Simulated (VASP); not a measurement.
# Al: relaxation of shape and atoms at fixed volume with PBE

Crystal: Al.

```
CELL_PARAMETERS angstrom
2.66468 0.00000 0.00000
-1.33234 2.30768 0.00000
0.00000 0.00000 2.68696
ATOMIC_POSITIONS crystal
Al 0.00000 0.00000 0.00000
```

```json
{
  "Program": "VASP 6.6.1",
  "Task": "relaxation of shape and atoms at fixed volume",
  "Functional": "PBE",
  "Potentials or basis": "VASP PAW PBE potentials, release 64 (Al)",
  "Cutoff": "600 eV",
  "k mesh": "16 × 16 × 15",
  "Occupations": "fermi-dirac, width 0.08 eV",
  "Spin": "no spin polarisation",
  "Dipole correction": "no",
  "Further INCAR settings": "ALGO = Normal; EDIFF = 1e-06; IBRION = 2; EDIFFG = -0.005; NSW = 50; ISIF = 4"
}
```

```yaml
Energy_gained_by_relaxing: 0.2 meV/atom
Ionic_steps: 3
Pressure_after_relaxing: 10.8 GPa
```

The path:
| step | energy change (eV) | largest force (eV/Å) | pressure (GPa) | volume (Å³) |
| --- | --- | --- | --- | --- |
| 1 | 0.0000 | 0.0000 | 10.88 | 16.52 |
| 2 | -0.0002 | 0.0000 | 10.83 | 16.52 |
| 3 | -0.0002 | 0.0000 | 10.82 | 16.52 |

Final structure:
```yaml
crystal:
  lattice:
    - [2.67023, 0.00000, 0.00000]
    - [-1.33511, 2.31248, 0.00000]
    - [0.00000, 0.00000, 2.67581]
  atoms:
    - { symbol: Al, position: [0.00000, 0.00000, 0.00000] }
```

Levels at points of the mesh, in eV from the Fermi level:
| k point | band 1 | band 2 | band 3 | band 4 |
| --- | --- | --- | --- | --- |
| (0.00, 0.00, 0.00) | -10.94 | 7.70 | 8.45 | 13.65 |
| (0.50, 0.00, 0.00) | -4.40 | -4.00 | 8.09 | 8.39 |

It took 9.9 s on 1 thread of Intel(R) Xeon(R) 6975P-C (Granite Rapids) (shared host), peak memory 0.14 GiB.
